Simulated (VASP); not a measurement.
# TiB2 (P4_2/mnm) in VASP: single point with PBE

Aim: the single point of TiB2 with PBE.

Everything below comes from runs of VASP 6.6.1. Logs are shortened: lines on timing, memory, paths and dates and some standing lists are left out, and cuts for length are marked.

**1. The cell of the first run**

It takes space group P4_2/mnm (No. 136, tetragonal). Conventional cell: a = 4.136 Å, b = 4.136 Å, c = 4.323 Å, α = 90.00°, β = 90.00°, γ = 90.00°. Within 2.8 Å of Ti (site symmetry mmm) lie 6 B at 2.15 to 2.29 Å. B (site symmetry m2m) has 1 B at 1.54 Å within 2.1 Å.

**2. Single point, PBE**

Input file INCAR:

```
SYSTEM = TiB2
PREC = Accurate ; ENCUT = 520
EDIFF = 1E-6 ; ISMEAR = 0
SIGMA = 0.1 ; LREAL = .False.
LASPH = .True. ; NELM = 80
ALGO = Normal ; ISIF = 2
LWAVE = .False. ; LCHARG = .True.
GGA = PE ; LELF = .True.
LVHAR = .True. ; NBANDS = 27
```

Input file KPOINTS:

```
regular mesh
0
Gamma
  6 6 9
  0 0 0
```

Input file POSCAR:

```
TiB2
1.0
    4.1364322309      0.0000000000      0.0000000000
    0.0000000000      4.1364322309      0.0000000000
    0.0000000000      0.0000000000      4.3225244869
Ti B
2 4
Direct
    0.0000000000      0.0000000000      0.0000000000
    0.5000000000      0.5000000000      0.5000000000
    0.3680620053      0.3680620053      0.0000000000
    0.1319379947      0.8680620053      0.5000000000
    0.6319379947      0.6319379947      0.0000000000
    0.8680620053      0.1319379947      0.5000000000
```

Potentials or basis: VASP PAW PBE potentials, release 64 (Ti_sv, B).

Launch:

```console
$ cat potpaw_PBE.64/Ti_sv/POTCAR potpaw_PBE.64/B/POTCAR > POTCAR
$ mpirun -np 1 vasp_std > vasp.out
```

OUTCAR:

```text
SYSTEM = TiB2
   PREC = Accurate
   ENCUT = 520
   EDIFF = 1E-6
   ISMEAR = 0
   LREAL = .False.
   LASPH = .True.
   NELM = 80
   ISIF = 2
   GGA = PE

 ion  position               nearest neighbor table
   1  0.000  0.000  0.000-   3 2.15   5 2.15   4 2.29   6 2.29   4 2.29   6 2.29
   2  0.500  0.500  0.500-   4 2.15   6 2.15   5 2.29   3 2.29   3 2.29   5 2.29
   3  0.368  0.368  0.000-   5 1.54   1 2.15   2 2.29   2 2.29
   4  0.132  0.868  0.500-   6 1.54   2 2.15   1 2.29   1 2.29
   5  0.632  0.632  0.000-   3 1.54   1 2.15   2 2.29   2 2.29
   6  0.868  0.132  0.500-   4 1.54   2 2.15   1 2.29   1 2.29

  LATTYP: Found a simple tetragonal cell.
 ALAT       =     4.1364322309
 C/A-ratio  =     1.0449885906

  Lattice vectors:

 A1 = (   4.1364322309,   0.0000000000,   0.0000000000)
 A2 = (   0.0000000000,   4.1364322309,   0.0000000000)
 A3 = (   0.0000000000,   0.0000000000,   4.3225244869)

Analysis of symmetry for initial positions (statically):
=====================================================================
 Subroutine PRICEL returns:
 Original cell was already a primitive cell.

 Routine SETGRP: Setting up the symmetry group for a
 simple tetragonal supercell.

 Subroutine GETGRP returns: Found 16 space group operations
 (whereof  8 operations were pure point group operations)
 out of a pool of 16 trial point group operations.

The static configuration has the point symmetry D_2h.
 The point group associated with its full space group is D_4h.

Analysis of symmetry for dynamics (positions and initial velocities):
=====================================================================
 Subroutine PRICEL returns:
 Original cell was already a primitive cell.

 Routine SETGRP: Setting up the symmetry group for a
 simple tetragonal supercell.

 Subroutine GETGRP returns: Found 16 space group operations
 (whereof  8 operations were pure point group operations)
 out of a pool of 16 trial point group operations.

The dynamic configuration has the point symmetry D_2h.
 The point group associated with its full space group is D_4h.

 Subroutine INISYM returns: Found 16 space group operations
 (whereof  8 operations are pure point group operations),
 and found     1 'primitive' translations

----------------------------------------------------------------------------------------

                                     Primitive cell

  volume of cell :      73.9587

  direct lattice vectors                    reciprocal lattice vectors
     4.136432231  0.000000000  0.000000000     0.241754233  0.000000000  0.000000000
     0.000000000  4.136432231  0.000000000     0.000000000  0.241754233  0.000000000
     0.000000000  0.000000000  4.322524487     0.000000000  0.000000000  0.231346289

  length of vectors
     4.136432231  4.136432231  4.322524487     0.241754233  0.241754233  0.231346289

  position of ions in fractional coordinates (direct lattice)
     0.000000000  0.000000000  0.000000000
     0.500000000  0.500000000  0.500000000
     0.368062005  0.368062005  0.000000000
     0.131937995  0.868062005  0.500000000
     0.631937995  0.631937995  0.000000000
     0.868062005  0.131937995  0.500000000

  ion indices of the primitive-cell ions
   primitive index   ion index
                 1           1
                 2           2
                 3           3
                 4           4
                 5           5
                 6           6

----------------------------------------------------------------------------------------

 KPOINTS: regular mesh

Automatic generation of k-mesh.
 Grid dimensions read from file:
 generate k-points for:    6    6    9

 Generating k-lattice:

  Cartesian coordinates                     Fractional coordinates (reciprocal lattice)
     0.040292372  0.000000000  0.000000000     0.166666667  0.000000000  0.000000000
     0.000000000  0.040292372  0.000000000     0.000000000  0.166666667  0.000000000
     0.000000000  0.000000000  0.025705143     0.000000000  0.000000000  0.111111111

  Length of vectors
     0.040292372  0.040292372  0.025705143

  Shift w.r.t. Gamma in fractional coordinates (k-lattice)
     0.000000000  0.000000000  0.000000000

 Subroutine IBZKPT returns following result:
 ===========================================

 Found     50 irreducible k-points:

 Following reciprocal coordinates:
            Coordinates               Weight
  0.000000  0.000000  0.000000      1.000000
  0.166667  0.000000  0.000000      4.000000
  0.333333  0.000000  0.000000      4.000000
  0.500000  0.000000  0.000000      2.000000
  0.166667  0.166667  0.000000      4.000000
  0.333333  0.166667  0.000000      8.000000
[... 16 lines left out ...]
  0.333333  0.000000  0.222222      8.000000
  0.500000  0.000000  0.222222      4.000000
 [... further k-points ...]
   k-points           NKPTS =     50   k-points in BZ     NKDIM =     50   number of bands    NBANDS=     27
   number of dos      NEDOS =    301   number of ions     NIONS =      6
   total plane-waves  NPLWV =  32768
   dimension x,y,z NGX =    32 NGY =   32 NGZ =   32
   dimension x,y,z NGXF=    64 NGYF=   64 NGZF=   64
   ions per type =               2   4
   NGX,Y,Z   is equivalent  to a cutoff of  12.86, 12.86, 12.31 a.u.
   NGXF,Y,Z  is equivalent  to a cutoff of  25.72, 25.72, 24.61 a.u.
 SYSTEM =  TiB2
   PREC   = accura    normal or accurate (medium, high low for compatibility)
   ISTART =      0    job   : 0-new  1-cont  2-samecut
   ICHARG =      2    charge: 1-file 2-atom 10-const
   ISPIN  =      1    spin polarized calculation?
   LNONCOLLINEAR =      F non collinear calculations
   LSORBIT =      F    spin-orbit coupling
   LASPH  =      T    aspherical Exc in radial PAW
   ENCUT  =  520.0 eV  38.22 Ry    6.18 a.u.   7.69  7.69  8.04*2*pi/ulx,y,z
   NELM   =     80;   NELMIN=  2; NELMDL= -5     # of ELM steps
   EDIFF  = 0.1E-05   stopping-criterion for ELM
   LREAL  =      F    real-space projection
[... 7 lines left out ...]
   TEBEG  =    0.0;   TEEND  =   0.0 temperature during run
   PSTRESS=    0.0 pullay stress
   NELECT =      36.0000    total number of electrons
   NUPDOWN=      -1.0000    fix difference up-down
   EMIN   =  10.00;   EMAX   =-10.00  energy-range for DOS
   EFERMI =   0.00;   METHOD = LEGACY
   ISMEAR =     0;   SIGMA  =   0.10  broadening in eV -4-tet -1-fermi 0-gaus
   EFERMI_NEDOS =   21; number of points for ismear=-14 and -15
   IALGO  =     38    algorithm
   IMIX   =      4    mixing-type and parameters
     AMIX     =   0.40;   BMIX     =  1.00
     AMIX_MAG =   1.60;   BMIX_MAG =  1.00
  volume/ion in A,a.u.               =      12.33        83.18
  Fermi-wavevector in a.u.,A,eV,Ry     =   1.287793  2.433575 22.564032  1.658410
  Thomas-Fermi vector in A             =   2.419785
   LORBIT       =      0    0 simple, 1 ext, 2 COOP (PROOUT), +10 PAW based schemes
   GGA     = PE    functional components
   LHFCALC =     F    Hartree Fock is set to
   AEXX    =    0.0000 exact exchange contribution
   IVDW    =     0    specifies the selected vdW correction
   LEPSILON=     F    determine dielectric tensor
   LRPA    =     F    only Hartree local field effects (RPA)
 non-spin polarized calculation
 Gauss-broadening in eV      SIGMA  =   0.10
  energy-cutoff  :      520.00
  volume of cell :       73.96
 maximum number of plane-waves:      2008
 NGX is ok and might be reduce to    32
   NGX = 15   NGY = 15   NGZ = 17

 number of electron      36.0000012 magnetization

 Free energy of the ion-electron system (eV)
  ---------------------------------------------------
  ext. energy  EPLUGINS =         0.00000000
  ---------------------------------------------------
  free energy    TOTEN  =       -39.10482255 eV

  energy without entropy =      -39.09451549  energy(sigma->0) =      -39.09966902

 E-fermi :   5.6056     XC(G=0): -10.8873

 val. band max:        5.5829956243   @ k =   0.5000   0.0000   0.0000
 cond. band min:       5.6303520160   @ k =   0.3333   0.3333   0.0000
 fundamental gap:      0.0473563916
 Fermi energy:         5.6055585238

 k-point     1 :       0.0000    0.0000    0.0000
  band No.  band energies     occupation
      1     -51.3984      2.00000
      2     -51.3886      2.00000
      3     -27.8334      2.00000
      4     -27.8334      2.00000
      5     -27.5973      2.00000
      6     -27.5973      2.00000
[... 19 lines left out ...]
     26       7.5638      0.00000
     27       9.8065      0.00000

 k-point     2 :       0.1667    0.0000    0.0000
  band No.  band energies     occupation
      1     -51.3976      2.00000
      2     -51.3892      2.00000
      3     -27.8340      2.00000
      4     -27.8336      2.00000
      5     -27.5993      2.00000
      6     -27.5988      2.00000
[... 19 lines left out ...]
     26       8.2191      0.00000
     27       9.7367      0.00000

 k-point     3 :       0.3333    0.0000    0.0000
  band No.  band energies     occupation
      1     -51.3957      2.00000
      2     -51.3908      2.00000
      3     -27.8351      2.00000
      4     -27.8344      2.00000
      5     -27.6028      2.00000
      6     -27.6020      2.00000
[... 19 lines left out ...]
     26       8.8675      0.00000
     27       9.4350      0.00000

 k-point     4 :       0.5000    0.0000    0.0000
  band No.  band energies     occupation
      1     -51.3932      2.00000
      2     -51.3932      2.00000
      3     -27.8353      2.00000
      4     -27.8353      2.00000
      5     -27.6040      2.00000
      6     -27.6040      2.00000
[... 19 lines left out ...]
     26       8.8086      0.00000
     27       9.7053      0.00000

 k-point     5 :       0.1667    0.1667    0.0000
  band No.  band energies     occupation
      1     -51.3970      2.00000
      2     -51.3897      2.00000
      3     -27.8357      2.00000
      4     -27.8336      2.00000
      5     -27.6015      2.00000
      6     -27.5992      2.00000
[... 19 lines left out ...]
     26       8.6600      0.00000
     27       9.6556      0.00000

 k-point     6 :       0.3333    0.1667    0.0000
  band No.  band energies     occupation
      1     -51.3953      2.00000
      2     -51.3911      2.00000
      3     -27.8374      2.00000
      4     -27.8352      2.00000
      5     -27.6041      2.00000
      6     -27.6017      2.00000
[... 444 lines left out ...]
      1     -51.3972      2.00000
      2     -51.3897      2.00000
      3     -27.8325      2.00000
      4     -27.8325      2.00000
      5     -27.5980      2.00000
      6     -27.5980      2.00000
[... 19 lines left out ...]
     26       8.0644      0.00000
     27      11.1441      0.00000

 k-point    22 :       0.1667    0.0000    0.2222
  band No.  band energies     occupation
      1     -51.3966      2.00000
      2     -51.3902      2.00000
      3     -27.8336      2.00000
      4     -27.8332      2.00000
      5     -27.6004      2.00000
      6     -27.6004      2.00000
[... 19 lines left out ...]
     26       8.4508      0.00000
     27      10.5565      0.00000

 k-point    23 :       0.3333    0.0000    0.2222
  band No.  band energies     occupation
      1     -51.3951      2.00000
      2     -51.3914      2.00000
      3     -27.8355      2.00000
      4     -27.8348      2.00000
      5     -27.6049      2.00000
      6     -27.6047      2.00000
[... 19 lines left out ...]
     26       9.0570      0.00000
     27       9.4773      0.00000

 k-point    24 :       0.5000    0.0000    0.2222
  band No.  band energies     occupation
      1     -51.3931      2.00000
      2     -51.3931      2.00000
      3     -27.8360      2.00000
      4     -27.8360      2.00000
      5     -27.6069      2.00000
      6     -27.6069      2.00000
[... 19 lines left out ...]
     26       8.9118      0.00000
     27       9.6558      0.00000

 [... further k-points ...]
[... 5 lines left out ...]
  --------------------------------------------------------------------------------------
  -------------------------------------------------------------------------------------
  Total        0.0356872      0.0356872      0.0626727      0.0000000      0.0000000      0.0000000
  in kB        0.7730961      0.7730961      1.3576863      0.0000000      0.0000000      0.0000000
  external PRESSURE =       0.9679595 kB  Pullay stress =       0.0000000 kB

 VOLUME and BASIS-vectors are now :
 -----------------------------------------------------------------------------
  energy-cutoff  :      520.00
  volume of cell :       73.96
      direct lattice vectors                 reciprocal lattice vectors
     4.136432231  0.000000000  0.000000000     0.241754233  0.000000000  0.000000000
     0.000000000  4.136432231  0.000000000     0.000000000  0.241754233  0.000000000
     0.000000000  0.000000000  4.322524487     0.000000000  0.000000000  0.231346289

 POSITION                                       TOTAL-FORCE (eV/Angst)
 -----------------------------------------------------------------------------------
      0.00000      0.00000      0.00000        -0.000000      0.000000      0.000000
      2.06822      2.06822      2.16126        -0.000000      0.000000      0.000000
      1.52246      1.52246      0.00000        -0.020732     -0.020732     -0.000000
      0.54575      3.59068      2.16126         0.020732     -0.020732      0.000000
      2.61397      2.61397      0.00000         0.020732      0.020732      0.000000
      3.59068      0.54575      2.16126        -0.020732      0.020732      0.000000
 -----------------------------------------------------------------------------------
    total drift:                                0.000000      0.000000     -0.000000

  FREE ENERGIE OF THE ION-ELECTRON SYSTEM (eV)
  ---------------------------------------------------
  free  energy   TOTEN  =       -39.1048225506 eV

  energy  without entropy=      -39.0945154895  energy(sigma->0) =      -39.09966902
```

Wall time 54 s (1 thread of Intel Xeon Platinum 8259CL at 2.50GHz (Skylake/Cascade Lake), shared host); peak memory 0.21 GiB.

Results:

| Quantity | Value |
| --- | --- |
| Free energy | -39.1048 eV |
| Pressure | 0.1 GPa |
| Largest force | 0.029 eV/Å |
| Band gap on the k mesh | zero (band 18 reaches 5.96 eV, above the bottom of band 19 at 4.01 eV) |

Forces on the atoms (eV/Å):
```
Ti   0.000  0.000  0.000
Ti   0.000  0.000  0.000
B   -0.021 -0.021  0.000
B    0.021 -0.021  0.000
B    0.021  0.021  0.000
B   -0.021  0.021  0.000
```
